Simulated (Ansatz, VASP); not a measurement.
Two plane-wave programs on Cs4Zn

File INCAR:

```
ALGO = Fast
EDIFF = 1E-6
ENCUT = 520
GGA = PE
ISIF = 2
ISMEAR = 0
LASPH = T
LCHARG = F
LREAL = F
LWAVE = F
NBANDS = 32
NELM = 100
PREC = Accurate
SIGMA = 0.1
```

File KPOINTS:

```
k-points
0
Gamma
  6 6 6
```

The input POSCAR:

```
Cs4Zn
1.0
    7.4607506910      0.0000000000      0.0000000000
    0.0000000000      7.4607506910      0.0000000000
    0.0000000000      0.0000000000      7.4607506910
Cs Zn
4 1
Direct
    0.5000000000      0.0000000000      0.0000000000
    0.0000000000      0.5000000000      0.0000000000
    0.0000000000      0.0000000000      0.5000000000
    0.5000000000      0.5000000000      0.5000000000
    0.0000000000      0.0000000000      0.0000000000
```

Input for Ansatz:

```yaml
crystal:
  lattice:
    - [7.460750691, 0.0, 0.0]
    - [0.0, 7.460750691, 0.0]
    - [0.0, 0.0, 7.460750691]
  atoms:
    - { symbol: Cs, position: [0.5, 0.0, 0.0] }
    - { symbol: Cs, position: [0.0, 0.5, 0.0] }
    - { symbol: Cs, position: [0.0, 0.0, 0.5] }
    - { symbol: Cs, position: [0.5, 0.5, 0.5] }
    - { symbol: Zn, position: [0.0, 0.0, 0.0] }
basis:
  ecutwfc: 420
kpoints:
  mp_grid: { grid: [6, 6, 6] }
hamiltonian:
  xc: pbe
scf:
  occupations: { method: gaussian, width: 0.1 }
output:
  forces: true
  stress: true
  eigenvalues: true
```

Alike in both runs: task single point; functional PBE; k mesh 6 × 6 × 6; occupations gaussian, width 0.1 eV; no spin polarisation.

```csv
,VASP,Ansatz
version,VASP 6.6.1,Ansatz 0.2.0
potentials or method,"VASP PAW PBE potentials, release 64 (Cs_sv, Zn), cutoff 520 eV","scalar-relativistic, plane waves, PAW"
valence electrons in the cell,48,48
```

```csv
,VASP,Ansatz,Ansatz less VASP
gap on the k mesh at the Fermi level (eV),none,none,-
pressure (GPa),0.3,0.3,0.00
```

A gap of «none» marks a metal or a gap that the smearing closes.

Neither program's run includes spin-orbit coupling.
